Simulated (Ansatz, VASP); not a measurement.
**ZnSe in VASP and in Ansatz**

```
Se Zn
1.0
     0.00000    2.83380    2.83380
     2.83380    0.00000    2.83380
     2.83380    2.83380    0.00000
Se Zn
1 1
Direct
  0.75000 0.75000 0.75000
  0.00000 0.00000 0.00000
```

Alike in both runs: functional r2SCAN; k mesh 6 × 6 × 6; occupations fermi-dirac, width 0.05 eV; non-collinear spin, spin-orbit coupling.

|  | VASP | Ansatz |
| --- | --- | --- |
| version | VASP 6.6.1 | Ansatz 0.2.0 |
| potentials or method | VASP PAW PBE potentials, release 64 (Se, Zn) | Ansatz PAW |
| plane-wave cutoff (eV) | 520 | 500 |
| valence electrons in the cell | 18 | 28 |
| task | single point | band structure |

```csv
,VASP,Ansatz,Ansatz less VASP
pressure (GPa),0.1,-0.1,-0.14
net moment per atom (μB),0.00,0.00,0.000
```

VASP's potentials were made for PBE, not for r2SCAN. VASP's potentials hold 18 valence electrons a cell and Ansatz's 28, so a difference there can come from the potentials and not from the codes.
